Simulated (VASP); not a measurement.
Crystal: Te.

```xyz
3
Lattice="4.4540 0.0000 0.0000 -2.2270 3.8573 0.0000 0.0000 0.0000 5.9240" Properties=species:S:1:pos:R:3 pbc="T T T"
Te    1.1981    0.0000    1.9747
Te   -0.5991    1.0376    3.9493
Te    1.6279    2.8197    0.0000
```

| Item | Value |
| --- | --- |
| Program | VASP 6.6.1 |
| Task | relaxation of cell and atoms |
| Functional | r2SCAN |
| Potentials or basis | VASP PAW PBE potentials, release 64 (Te) |
| Cutoff | 600 eV |
| k mesh | 5 × 5 × 3 |
| Occupations | fermi-dirac, width 0.05 eV |
| Spin | no spin polarisation |

At the start: pressure 0.9 GPa; volume 33.93 Å³/atom.

Task: Where does the relaxation end?

Result: Over 12 steps the energy falls by 7.6 meV/atom and the volume is 36.26 Å³/atom (+6.9 %); space group P3_121 (No. 152, to 0.1 Å) before and after.

Step by step:
```csv
step,energy change (eV),largest force (eV/Å),pressure (GPa),volume (Å³)
1,0.0000,0.0502,0.94,101.78
2,-0.0054,0.1873,-0.42,104.75
3,-0.0063,0.1503,-0.06,103.92
4,-0.0101,0.1310,-0.04,104.41
5,-0.0185,0.0643,0.06,105.90
6,-0.0204,0.1162,0.47,108.87
7,-0.0222,0.0340,0.27,107.63
8,-0.0202,0.0738,-0.57,110.48
9,-0.0228,0.0009,-0.02,108.55
10,-0.0228,0.0017,-0.02,108.57
11,-0.0229,0.0012,-0.01,108.71
12,-0.0229,0.0009,-0.01,108.78
```

Final structure:
```
CELL_PARAMETERS angstrom
4.61611 0.00000 0.00000
-2.30805 3.99767 0.00000
0.00000 0.00000 5.89496
ATOMIC_POSITIONS crystal
Te 0.25540 0.00000 0.33333
Te 0.00000 0.25540 0.66667
Te 0.74460 0.74460 0.00000
```

Caveat: the PAW data sets were made with another functional, which shifts forces and pressure a little.
